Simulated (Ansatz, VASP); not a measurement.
**BaSrAl4 in VASP and in Ansatz**

File INCAR:

```
SYSTEM = BaSrAl4
PREC = Accurate
ENCUT = 600
EDIFF = 1E-7
ISMEAR = 0
SIGMA = 0.1
LREAL = .False.
LASPH = .True.
NELM = 60
ALGO = Fast
ISIF = 3
LWAVE = .False.
LCHARG = .False.
GGA = PE
IBRION = 2
NSW = 100
EDIFFG = -0.01
```

File KPOINTS:

```
Automatic mesh
0
Gamma
  8 8 8
  0 0 0
```

POSCAR

```
BaSrAl4
1.0
    0.0000000000      4.2027992298      4.2027992298
    4.2027992298      0.0000000000      4.2027992298
    4.2027992298      4.2027992298      0.0000000000
Ba Sr Al
1 1 4
Direct
    0.7500000000      0.7500000000      0.7500000000
    0.0000000000      0.0000000000      0.0000000000
    0.8748730727      0.3750423091      0.3750423091
    0.3750423091      0.3750423091      0.3750423091
    0.3750423091      0.8748730727      0.3750423091
    0.3750423091      0.3750423091      0.8748730727
```

Input for Ansatz:

```yaml
crystal:
  lattice:
    - [0.0, 4.2027992298, 4.2027992298]
    - [4.2027992298, 0.0, 4.2027992298]
    - [4.2027992298, 4.2027992298, 0.0]
  atoms:
    - { symbol: Ba, position: [0.75, 0.75, 0.75] }
    - { symbol: Sr, position: [0.0, 0.0, 0.0] }
    - { symbol: Al, position: [0.8748730727, 0.3750423091, 0.3750423091] }
    - { symbol: Al, position: [0.3750423091, 0.3750423091, 0.3750423091] }
    - { symbol: Al, position: [0.3750423091, 0.8748730727, 0.3750423091] }
    - { symbol: Al, position: [0.3750423091, 0.3750423091, 0.8748730727] }
basis:
  ecutwfc: 420
kpoints:
  mp_grid: { grid: [8, 8, 8] }
hamiltonian:
  xc: pbe
scf:
  occupations: { method: gaussian, width: 0.1 }
output:
  forces: true
  stress: true
  eigenvalues: true
relax:
  adjacent_minimum: "off"
  f_tol: 0.01
  max_steps: 80
  cell: { stress_tol: 0.05 }
```

Change from the starting cell: species swapped into the LaGdAl4 type (F-43m, No. 216).

Alike in both runs: task relaxation of cell and atoms; functional PBE; k mesh 8 × 8 × 8; occupations gaussian, width 0.1 eV; no spin polarisation.

```csv
,VASP,Ansatz
version,VASP 6.6.1,Ansatz 0.2.0
potentials or method,"VASP PAW PBE potentials, release 64 (Ba_sv, Sr_sv, Al), cutoff 600 eV","scalar-relativistic, plane waves, PAW"
valence electrons in the cell,32,32
```

|  | VASP | Ansatz | Ansatz less VASP |
| --- | --- | --- | --- |
| gap on the k mesh at the Fermi level, each at its own relaxed structure (eV) | none | none | - |
| relaxed volume (Å³/atom) | 24.88 | 24.75 | -0.136 |
| relaxed cell length with the largest relative difference (Å) | 5.955 | 5.944 | -0.0109 |

A gap of «none» marks a metal or a gap that the smearing closes.

Neither program's run includes spin-orbit coupling.
